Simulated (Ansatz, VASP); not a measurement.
**One calculation of W, two programs**

INCAR

```
PREC = Accurate
ENCUT = 520
EDIFF = 1E-6
ISMEAR = -1
SIGMA = 0.05
LREAL = F
LASPH = T
NELM = 80
ALGO = Normal
ISIF = 2
LWAVE = F
LCHARG = F
GGA = PS
NBANDS = 21
```

The input KPOINTS:

```
regular mesh
0
Gamma
  12 12 7
```

File POSCAR:

```
W
1.0
    2.8445100090      0.0000000000      0.0000000000
   -1.4222550045      2.4634179291      0.0000000000
    0.0000000000      0.0000000000      4.6081062146
W
2
Direct
    0.2333333333      0.6166666667      0.1750000000
    0.7666666667      0.3833333333      0.8250000000
```

Input for Ansatz:

```yaml
crystal:
  lattice:
    - [2.844510009, 0.0, 0.0]
    - [-1.4222550045, 2.4634179291, 0.0]
    - [0.0, 0.0, 4.6081062146]
  atoms:
    - { symbol: W, position: [0.2333333333, 0.6166666667, 0.175] }
    - { symbol: W, position: [0.7666666667, 0.3833333333, 0.825] }
kpoints:
  mp_grid: { grid: [12, 12, 7] }
scf:
  occupations: { method: fermi_dirac, width: 0.05 }
hamiltonian:
  xc: pbesol
  pseudopotentials: { kind: paw }
output:
  forces: true
  stress: true
  eigenvalues: true
  populations: true
```

Change from the starting cell: shortest bond scaled by 0.7, PAW files.

Alike in both runs: task single point; functional PBEsol; k mesh 12 × 12 × 7; occupations fermi-dirac, width 0.05 eV; no spin polarisation.

```csv
,VASP,Ansatz
version,VASP 6.6.1,Ansatz 0.2.0
potentials or method,"VASP PAW PBE potentials, release 64 (W_sv)","PAW with Ansatz's default frozen-core files, scalar-relativistic"
plane-wave cutoff (eV),520,420
valence electrons in the cell,28,28
```

|  | VASP | Ansatz | Ansatz less VASP |
| --- | --- | --- | --- |
| pressure (GPa) | 82.3 | 76.4 | -5.92 |
| traceless stress, the component that is largest in VASP (GPa) | 50.52 | 44.97 | -5.550 |
| rms of the force components (eV/Å) | 10.786 | 9.921 | -0.8652 |

VASP's potentials were made for PBE, not for PBEsol. Atom by atom the forces differ by 0.873 eV/Å (rms over components). Both programs put the cell under a high pressure, so it lies far from rest at this level.

Neither program's run includes spin-orbit coupling. Noted on VASP's run: the cell as given lies far from equilibrium.
